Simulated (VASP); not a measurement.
Here is a VASP 6.6.1 calculation.

POSCAR

```
Li7NbO6
1.0
    2.6357777852      1.5217670139      4.6800077400
   -2.6357777852      1.5217670139      4.6800077400
    0.0000000000     -3.0435340275      4.6800077401
Li Nb O
7 1 6
Direct
    0.4894039453      0.7287122825      0.1294767645
    0.2308735648      0.9281478776      0.4897880823
    0.9281478776      0.4897880823      0.2308735648
    0.6593328820      0.6593328820      0.6593328820
    0.1294767645      0.4894039453      0.7287122825
    0.7287122825      0.1294767645      0.4894039453
    0.4897880823      0.2308735648      0.9281478776
   -0.0007399610     -0.0007399610     -0.0007399610
    0.6287649339      0.8839551895      0.2384239223
    0.0681737342      0.7890761094      0.3875286729
    0.7890761094      0.3875286729      0.0681737342
    0.2384239223      0.6287649339      0.8839551895
    0.8839551895      0.2384239223      0.6287649339
    0.3875286729      0.0681737342      0.7890761094
```

Contents of INCAR.step1:

```
SYSTEM = Li7NbO6
ALGO = Normal
EDIFF = 1E-4
ENCUT = 520
GGA = PE
ISMEAR = 0
LASPH = .True.
LCHARG = .False.
LREAL = .False.
LWAVE = .True.
NBANDS = 48
NELM = 80
PREC = Accurate
SIGMA = 0.02
```

File INCAR.step2:

```
SYSTEM = Li7NbO6
ALGO = Normal
EDIFF = 1E-7
ENCUT = 520
ISIF = 2
ISMEAR = 0
ISTART = 1
LASPH = .True.
LCHARG = .False.
LMIXTAU = .True.
LREAL = .False.
LWAVE = .False.
METAGGA = R2SCAN
NBANDS = 48
NELM = 80
PREC = Accurate
SIGMA = 0.02
```

Contents of KPOINTS:

```
k-points
0
Gamma
  6 6 6
  0 0 0
```

Potentials or basis: VASP PAW PBE potentials, release 64 (Li_sv, Nb_sv, O).

Command:

```sh
$ cat potpaw_PBE.64/Li_sv/POTCAR potpaw_PBE.64/Nb_sv/POTCAR potpaw_PBE.64/O/POTCAR > POTCAR
$ cp INCAR.step1 INCAR
$ mpirun -np 1 vasp_std > vasp.out
$ cp INCAR.step2 INCAR
$ mpirun -np 1 vasp_std > vasp.out
```

Problem. Estimate the band gap on the k mesh.

Solution. 4.46 eV (least direct gap 4.76 eV).

Problem. Predict the largest force.

Solution. 0.080 eV/Å.

Forces on the atoms (eV/Å):
```
Li  -0.036  0.030 -0.002
Li  -0.011  0.040 -0.001
Li   0.041 -0.010 -0.001
Li   0.000  0.000  0.015
Li  -0.008 -0.046 -0.002
Li   0.044  0.016 -0.002
Li  -0.029 -0.030 -0.001
Nb   0.000  0.000  0.006
O    0.039  0.006  0.059
O   -0.025  0.041 -0.063
O    0.048  0.001 -0.063
O   -0.024  0.030  0.059
O   -0.014 -0.036  0.059
O   -0.023 -0.042 -0.063
```

Caveat: the PAW data sets were made with another functional, which shifts forces and pressure a little. A k mesh can miss the band edges.
